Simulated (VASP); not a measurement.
Here is a VASP 6.6.1 calculation.

INCAR

```
SYSTEM = Hf2Zr
ALGO     = Normal         ! electronic algorithm
EDIFF    = 1E-7           ! SCF threshold, eV
ENCUT    = 520            ! plane-wave cutoff, eV
GGA      = PE             ! functional
ISIF     = 2              ! what is computed and relaxed
ISMEAR   = 0              ! smearing method
LASPH    = .TRUE.         ! aspherical terms in the spheres
LCHARG   = .FALSE.        ! write CHGCAR
LREAL    = .FALSE.        ! projectors in reciprocal space
LWAVE    = .FALSE.        ! write WAVECAR
NBANDS   = 41             ! bands
NELM     = 100            ! most SCF steps
PREC     = Accurate       ! precision mode
SIGMA    = 0.1            ! smearing width, eV
```

Contents of KPOINTS:

```
k-points
0
G
  4 4 4
  0 0 0
```

The input POSCAR:

```
Hf2Zr
1.0
    0.0000000000      4.1109528205      4.1109528205
    4.1109528205      0.0000000000      4.1109528205
    4.1109528205      4.1109528205      0.0000000000
Zr Hf
2 4
Direct
    0.0000000000      0.0000000000      0.0000000000
    0.2500000000      0.2500000000      0.2500000000
    0.6250000000      0.6250000000      0.6250000000
    0.1250000000      0.6250000000      0.6250000000
    0.6250000000      0.6250000000      0.1250000000
    0.6250000000      0.1250000000      0.6250000000
```

Potentials or basis: VASP PAW PBE potentials, release 64 (Zr_sv, Hf_pv).

Run with:

```sh
$ cat potpaw_PBE.64/Zr_sv/POTCAR potpaw_PBE.64/Hf_pv/POTCAR > POTCAR
$ mpirun -np 1 vasp_std > vasp.out
```

Task: Estimate the pressure.

Result: 0.0 GPa.

Task: What does it give for the band gap on the k mesh?

Result: Zero (bands 32 and 33 overlap by 0.20 eV).

Caveat: spin-orbit coupling is left out, which moves the levels of the heavy elements.
